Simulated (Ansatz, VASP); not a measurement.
One calculation of Si8Ni8O, two programs

INCAR

```
ALGO = Normal
EDIFF = 1E-6
ENCUT = 520
GGA = CA
GGA_COMPAT = False
ISIF = 2
ISMEAR = 1
LASPH = True
LCHARG = True
LELF = True
LREAL = False
LVHAR = True
LWAVE = False
NBANDS = 73
NELM = 120
PREC = Accurate
SIGMA = 0.1
```

The input KPOINTS:

```
k-points
0
Gamma
  4 4 4
```

Contents of POSCAR:

```
Si8Ni8O
1.0
    0.0000000000      3.3970617500      5.5985038700
    5.1384089300      0.0000000000      5.5985038700
    5.1384089300      3.3970617500      0.0000000000
Si Ni O
8 8 1
Direct
    0.2095440400      0.3402470400      0.4687918500
    0.7533970200      0.8352025600      0.9838956100
    0.2914298700      0.1553133700      0.0418163500
    0.7471900500      0.6608011800      0.5251614100
    0.1391697900      0.7741174700      0.5709045500
    0.6882339400      0.2328843500      0.0672870300
    0.3608483100      0.7221656700      0.9386763000
    0.8121294800      0.2624843300      0.4406359200
    0.2145632600      0.4865241600      0.0262966500
    0.6932022900      0.9885517100      0.5292012900
    0.2864617100      0.0092785700      0.4834475500
    0.8063946100      0.5078805400      0.9796500900
    0.0295875200      0.7744101200      0.2396065900
    0.4235522900      0.3530704400      0.6531485600
    0.4708138200      0.7213288900      0.2701022100
    1.0767001400      0.1426516900      0.8585609300
    0.7521938000      0.2462836100      0.7530054000
```

Input for Ansatz:

```yaml
crystal:
  lattice:
    - [0.0, 3.39706175, 5.59850387]
    - [5.13840893, 0.0, 5.59850387]
    - [5.13840893, 3.39706175, 0.0]
  atoms:
    - { symbol: Si, position: [0.20954404, 0.34024704, 0.46879185] }
    - { symbol: Si, position: [0.75339702, 0.83520256, 0.98389561] }
    - { symbol: Si, position: [0.29142987, 0.15531337, 0.04181635] }
    - { symbol: Si, position: [0.74719005, 0.66080118, 0.52516141] }
    - { symbol: Si, position: [0.13916979, 0.77411747, 0.57090455] }
    - { symbol: Si, position: [0.68823394, 0.23288435, 0.06728703] }
    - { symbol: Si, position: [0.36084831, 0.72216567, 0.9386763] }
    - { symbol: Si, position: [0.81212948, 0.26248433, 0.44063592] }
    - { symbol: Ni, position: [0.21456326, 0.48652416, 0.02629665] }
    - { symbol: Ni, position: [0.69320229, 0.98855171, 0.52920129] }
    - { symbol: Ni, position: [0.28646171, 0.00927857, 0.48344755] }
    - { symbol: Ni, position: [0.80639461, 0.50788054, 0.97965009] }
    - { symbol: Ni, position: [0.02958752, 0.77441012, 0.23960659] }
    - { symbol: Ni, position: [0.42355229, 0.35307044, 0.65314856] }
    - { symbol: Ni, position: [0.47081382, 0.72132889, 0.27010221] }
    - { symbol: Ni, position: [1.07670014, 0.14265169, 0.85856093] }
    - { symbol: O, position: [0.7521938, 0.24628361, 0.7530054] }
basis:
  ecutwfc: 420
  xc_grid: 2
hamiltonian:
  xc: lda
  pseudopotentials: { kind: paw, azcp: { folder: soft_1 } }
kpoints:
  mp_grid: { grid: [4, 4, 4] }
scf:
  occupations: { method: methfessel_paxton, width: 0.1 }
  max_iter: 140
output:
  forces: true
  eigenvalues: true
checkpoint:
  write: "../q0.top.lda.run"
  compress: false
  write_wavefunctions: false
  write_every: 100000
```

Alike in both runs: task single point; functional LDA; k mesh 4 × 4 × 4; occupations methfessel-paxton of order 1, width 0.1 eV; no spin polarisation.

|  | VASP | Ansatz |
| --- | --- | --- |
| version | VASP 6.6.1 | Ansatz 0.2.0 |
| potentials or method | VASP PAW LDA potentials, release 64 (Si, Ni, O), cutoff 520 eV | plane-wave PAW DFT |
| valence electrons in the cell | 118 | 182 |

```csv
,VASP,Ansatz,Ansatz less VASP
rms of the force components (eV/Å),0.089,0.097,+0.0076
```

Ansatz warns that its potentials were made for another functional, while VASP's fit it. LDA's correlation is that of Perdew and Zunger in VASP and of Perdew and Wang (1992) in Ansatz. Atom by atom the forces differ by 0.012 eV/Å (rms over components). VASP's potentials hold 118 valence electrons a cell and Ansatz's 182, so a difference there can come from the potentials and not from the codes.
